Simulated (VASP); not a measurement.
Rh, 2 atoms in the cell. It takes space group P6_3/mmc (No. 194, hexagonal). Conventional cell: a = 2.779 Å, b = 2.779 Å, c = 4.736 Å, α = 90.00°, β = 90.00°, γ = 120.00°. Rh (site symmetry -6m2) has 12 Rh at 2.78 to 2.86 Å within 3.7 Å. This isn't the form of Rh at room conditions, which is fcc.

* Program: VASP 6.6.1
* Task: single point
* Functional: PBE
* Potentials or basis: VASP PAW PBE potentials, release 64 (Rh_pv)
* Cutoff: 520 eV
* k mesh: 18 × 18 × 10
* Occupations: gaussian, width 0.15 eV
* Spin: no spin polarisation
* Dipole correction: no
* Further INCAR settings: ALGO = Fast; EDIFF = 1e-07; NBANDS = 22

Potentials or basis: VASP PAW PBE potentials, release 64 (Rh_pv).

The run is started by

```sh
$ cat potpaw_PBE.64/Rh_pv/POTCAR > POTCAR
$ mpirun -np 1 vasp_std > vasp.out
```

Hardware: 1 thread of AMD EPYC 7R43 64-Core Processor (Zen 3), on a shared host.

How long does it take, and how much memory?

Run time: 4.8 min on 1 thread of AMD EPYC 7R43 64-Core Processor (Zen 3) (shared host), peak memory 0.2 GiB. Counts: scf iterations 14, k points 222.
